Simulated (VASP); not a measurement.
A run of VASP 6.6.1 is set up as follows.

Contents of INCAR:

```
SYSTEM = BeCd2Se3
ALGO = Normal
EDIFF = 1E-6
EDIFFG = -0.01
ENCUT = 600
GGA = PE
IBRION = 2
ISIF = 3
ISMEAR = 0
LASPH = .TRUE.
LCHARG = .FALSE.
LREAL = .FALSE.
LWAVE = .FALSE.
NELM = 80
NSW = 100
PREC = Accurate
SIGMA = 0.1
```

The input KPOINTS:

```
k-points
0
G
  8 8 6
  0 0 0
```

The input POSCAR:

```
BeCd2Se3
1.0
    4.4829214588      0.0000000000      0.0000000000
    0.0000000000      4.4829214588      0.0000000000
    0.0000000000      0.0000000000      6.6645356069
Be Cd Se
1 2 3
Direct
    0.0000000000      0.0000000000      0.6316059329
    0.5000000000      0.5000000000      0.0307375277
    0.5000000000      0.5000000000      0.4467852624
    0.0000000000      0.0000000000      0.3032634551
    0.5000000000      0.0000000000      0.7662019110
    0.0000000000      0.5000000000      0.7662019110
```

Potentials or basis: VASP PAW PBE potentials, release 64 (Be, Cd, Se).

Command:

```console
$ cat potpaw_PBE.64/Be/POTCAR potpaw_PBE.64/Cd/POTCAR potpaw_PBE.64/Se/POTCAR > POTCAR
$ mpirun -np 1 vasp_std > vasp.out
```

(1) Predict the relaxed volume.

(2) Estimate the band gap on the k mesh.

(3) Predict the relaxed cell.

Answers

(1) 22.50 Å³/atom.

(2) zero (bands 22 and 23 overlap by 1.50 eV).

(3) a = 4.473 Å, b = 4.473 Å, c = 6.746 Å, α = 90.00°, β = 90.00°, γ = 90.00°.
